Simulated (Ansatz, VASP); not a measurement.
**One calculation of NbSnTe4, two programs**

```
CELL_PARAMETERS angstrom
3.52095 0.00000 0.00000
0.00000 3.52095 0.00000
0.00000 0.00000 13.26802
ATOMIC_POSITIONS crystal
Nb 0.00000 0.00000 0.00000
Sn 0.00000 0.00000 0.50000
Te 0.50000 0.50000 0.36453
Te 0.50000 0.50000 0.86434
Te 0.50000 0.50000 0.13566
Te 0.50000 0.50000 0.63547
```

Change from the starting cell: species swapped into the MnFeSi4 type (P4/mmm, No. 123).

Alike in both runs: task relaxation of cell and atoms; functional PBE; k mesh 6 × 6 × 2; occupations gaussian, width 0.1 eV; no spin polarisation.

```csv
,VASP,Ansatz
version,VASP 6.6.1,Ansatz 0.2.0
potentials or method,"VASP PAW PBE potentials, release 64 (Nb_sv, Sn_d, Te), cutoff 600 eV","scalar-relativistic, plane waves, PAW"
valence electrons in the cell,51,91
```

Ansatz gave:

* gap on the k mesh at the Fermi level, each at its own relaxed structure (eV): none
* relaxed volume (Å³/atom): 30.38
* relaxed cell length with the largest relative difference (Å): 15.352

**Question.** Estimate VASP's values.

**Answer.** gap on the k mesh at the Fermi level, each at its own relaxed structure (eV): none; relaxed volume (Å³/atom): 30.46; relaxed cell length with the largest relative difference (Å): 15.496.

A gap of «none» marks a metal or a gap that the smearing closes. VASP's potentials hold 51 valence electrons a cell and Ansatz's 91, so a difference there can come from the potentials and not from the codes.

Spin-orbit coupling is off throughout.
